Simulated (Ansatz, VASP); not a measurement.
Mo: VASP beside Ansatz

INCAR

```
SYSTEM = Mo
ALGO     = Normal         ! electronic algorithm
EDIFF    = 1E-6           ! SCF threshold, eV
ENCUT    = 520            ! plane-wave cutoff, eV
GGA      = PE             ! functional
ISIF     = 2              ! what is computed and relaxed
ISMEAR   = -1             ! smearing method
LASPH    = .True.         ! aspherical terms in the spheres
LCHARG   = .False.        ! write CHGCAR
LREAL    = .False.        ! projectors in reciprocal space
LWAVE    = .False.        ! write WAVECAR
NBANDS   = 13             ! bands
NELM     = 100            ! most SCF steps
PREC     = Accurate       ! precision mode
SIGMA    = 0.08           ! smearing width, eV
```

File KPOINTS:

```
k-points
0
Gamma
  17 17 17
  0 0 0
```

The input POSCAR:

```
Mo
1.0
   -1.2950639207      1.2950639207      1.2950639207
    1.2950639207     -1.2950639207      1.2950639207
    1.2950639207      1.2950639207     -1.2950639207
Mo
1
Direct
    0.0000000000      0.0000000000      0.0000000000
```

Input for Ansatz:

```yaml
crystal:
  lattice:
    - [-1.2950639207, 1.2950639207, 1.2950639207]
    - [1.2950639207, -1.2950639207, 1.2950639207]
    - [1.2950639207, 1.2950639207, -1.2950639207]
  atoms:
    - { symbol: Mo, position: [0.0, 0.0, 0.0] }
kpoints:
  mp_grid: { grid: [17, 17, 17] }
scf:
  occupations: { method: fermi_dirac, width: 0.08 }
hamiltonian:
  xc: pbe
  pseudopotentials: { kind: paw, source: ansatz }
output:
  forces: true
  stress: true
  eigenvalues: true
  write_density: true
  write_potential: true
  elf: true
  volumetric_format: npy
```

Change from the starting cell: volume scaled by 0.55, PAW files, source ansatz.

Alike in both runs: task single point; functional PBE; k mesh 17 × 17 × 17; occupations fermi-dirac, width 0.08 eV; no spin polarisation.

```csv
,VASP,Ansatz
version,VASP 6.6.1,Ansatz 0.2.0
potentials or method,"VASP PAW PBE potentials, release 64 (Mo_sv)","PAW with other files of Ansatz's library (source ansatz), scalar-relativistic"
plane-wave cutoff (eV),520,500
valence electrons in the cell,14,14
```

Ansatz gave:

* pressure (GPa): 500.2

Problem. What did VASP give for the same quantities?

Solution. Pressure (GPa): 509.7.

Both programs put the cell under a high pressure, so it lies far from rest at this level.

Noted on VASP's run: the cell as given lies far from equilibrium.
